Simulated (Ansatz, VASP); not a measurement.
## One calculation of CaS, two programs

File POSCAR:

```
CaS
1.0
    0.0000000000      2.8479357440      2.8479357440
    2.8479357440      0.0000000000      2.8479357440
    2.8479357440      2.8479357440      0.0000000000
Ca S
1 1
Direct
    0.0000000000      0.0000000000      0.0000000000
    0.5000000000      0.5000000000      0.5000000000
```

The input INCAR.step1:

```
ALGO = Normal
EDIFF = 1E-5
ENCUT = 400
GGA = PE
GGA_COMPAT = F
ISIF = 2
ISMEAR = 0
LASPH = T
LCHARG = F
LREAL = F
LWAVE = T
NBANDS = 15
NELM = 120
PREC = Accurate
SIGMA = 0.01
```

INCAR.step2

```
ALGO = Normal
EDIFF = 1E-6
ENCUT = 400
GGA = PE
GGA_COMPAT = F
HFSCREEN = 0.2079
ISIF = 2
ISMEAR = 0
ISTART = 1
LASPH = T
LCHARG = F
LHFCALC = T
LREAL = F
LWAVE = F
NBANDS = 15
NELM = 120
PREC = Accurate
PRECFOCK = Normal
SIGMA = 0.01
```

Contents of KPOINTS:

```
k-points
0
Gamma
  4 4 4
```

Input for Ansatz:

```yaml
crystal:
  lattice:
    - [0.0, 2.847935744, 2.847935744]
    - [2.847935744, 0.0, 2.847935744]
    - [2.847935744, 2.847935744, 0.0]
  atoms:
    - { symbol: Ca, position: [0.0, 0.0, 0.0] }
    - { symbol: S, position: [0.5, 0.5, 0.5] }
kpoints:
  mp_grid: { grid: [4, 4, 4] }
hamiltonian:
  xc: hse06
scf:
  occupations: { method: fixed }
  n_extra_bands: 4
output:
  forces: true
  stress: true
  eigenvalues: true
  write_density: true
  write_potential: true
  elf: true
  volumetric_format: npy
```

Alike in both runs: task single point; functional HSE06; k mesh 4 × 4 × 4; no spin polarisation.

|  | VASP | Ansatz |
| --- | --- | --- |
| version | VASP 6.6.1 | Ansatz 0.2.0 |
| potentials or method | VASP PAW PBE potentials, release 64 (Ca_sv, S) | plane waves, PAW |
| plane-wave cutoff (eV) | 400 | 420 |
| occupations | gaussian, width 0.01 eV | fixed |
| valence electrons in the cell | 16 | 16 |

VASP gave:

```
gap on the k mesh at the Fermi level (eV) : 3.40
pressure (GPa)                            : 0.3
```

Question: Which values does Ansatz return?

Answer: gap on the k mesh at the Fermi level (eV): 3.41; pressure (GPa): 0.2.

Ansatz's warnings: stress exchange threshold loose, stress scf threshold loose.

The k mesh is coarse, so the values compare programs but aren't converged.
